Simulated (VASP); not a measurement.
Ru, 1 atom in the cell. It takes space group Fm-3m (No. 225, cubic). The conventional cell has a = 3.811 Å, b = 3.811 Å, c = 3.811 Å, α = 90.00°, β = 90.00°, γ = 90.00°. Within 3.6 Å of Ru (site symmetry m-3m) lie 12 Ru at 2.70 Å. 

```yaml
Program: VASP 6.6.1
Task: single point
Functional: PBE
Potentials_or_basis: VASP PAW PBE potentials, release 64 (Ru_pv)
Cutoff: 520 eV
k_mesh: 49 × 49 × 49
Occupations: fermi-dirac, width 0.0612256 eV
Spin: no spin polarisation
Dipole_correction: no
Further_INCAR_settings: ALGO = Normal; EDIFF = 1e-06; NBANDS = 13
```

Potentials or basis: VASP PAW PBE potentials, release 64 (Ru_pv).

Launch:

```console
$ cat potpaw_PBE.64/Ru_pv/POTCAR > POTCAR
$ mpirun -np 1 vasp_std > vasp.out
```

Hardware: 1 thread of Oxide Virtual Turin-like Processor, with other jobs on the host.

Estimate the wall time of this run.

Wall time 9.3 min on 1 thread of Oxide Virtual Turin-like Processor, on a shared host, peak memory 0.52 GiB. Counts: scf iterations 11, k points 2925.
